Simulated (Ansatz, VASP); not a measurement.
**Si: VASP beside Ansatz**

The input INCAR:

```
SYSTEM = Si
PREC = Accurate
ENCUT = 520
EDIFF = 1E-7
ISMEAR = -1
SIGMA = 0.05
LREAL = .FALSE.
LASPH = .TRUE.
NELM = 100
ALGO = Normal
ISIF = 2
LWAVE = .FALSE.
LCHARG = .FALSE.
GGA = PE
NBANDS = 11
```

File KPOINTS:

```
Automatic mesh
0
G
  16 16 16
  0 0 0
```

Contents of POSCAR:

```
Si
1.0
   -2.3185300000      2.4395550000      1.2750000000
    2.3185300000     -2.4395550000      1.2750000000
    2.3185300000      2.4395550000     -1.2750000000
Si
2
Direct
    0.8070000000      0.5570000000      0.2500000000
    0.1930000000      0.4430000000      0.7500000000
```

Input for Ansatz:

```yaml
crystal:
  lattice:
    - [-2.31853, 2.439555, 1.275]
    - [2.31853, -2.439555, 1.275]
    - [2.31853, 2.439555, -1.275]
  atoms:
    - { symbol: Si, position: [0.807, 0.557, 0.25] }
    - { symbol: Si, position: [0.193, 0.443, 0.75] }
kpoints:
  mp_grid: { grid: [16, 16, 16] }
  band_path:
    path:
      - [0.0, 0.0, 0.0]
      - [0.5, -0.5, 0.5]
      - [0.4758105458, -0.4758105458, 0.5241894542]
      - [-0.4758105458, 0.4758105458, 0.4758105458]
      - [0.0, 0.0, 0.0]
      - [0.3182871756, 0.3182871756, -0.3182871756]
      - [0.6817128244, -0.3182871756, 0.3182871756]
      - [0.5, -0.5, 0.5]
      - [0.0, 0.0, 0.0]
    npoints: 5
scf:
  occupations: { method: fermi_dirac, width: 0.05 }
hamiltonian:
  xc: pbe
  pseudopotentials: { kind: all_electron, lapw: { basis_error: 0.0005 } }
output:
  forces: true
  stress: true
  eigenvalues: true
```

Change from the starting cell: equal xx and yy strain of +3 %.

Alike in both runs: task single point; functional PBE; k mesh 16 × 16 × 16; occupations fermi-dirac, width 0.05 eV; no spin polarisation.

|  | VASP | Ansatz |
| --- | --- | --- |
| version | VASP 6.6.1 | Ansatz 0.2.0 |
| potentials or method | VASP PAW PBE potentials, release 64 (Si), cutoff 520 eV | all-electron LAPW, scalar-relativistic |

Ansatz gave:

```
pressure (GPa)                                                : 6.5
traceless stress, the component that is largest in VASP (GPa) : 1.65
rms of the force components (eV/Å)                            : 0.023
```

**Question.** Estimate VASP's values.

**Answer.** Pressure (GPa): 6.5; traceless stress, the component that is largest in VASP (GPa): 1.64; rms of the force components (eV/Å): 0.024.

Atom by atom the forces differ by 0.001 eV/Å (rms over components). Ansatz ran all-electron here, and VASP with PAW potentials.
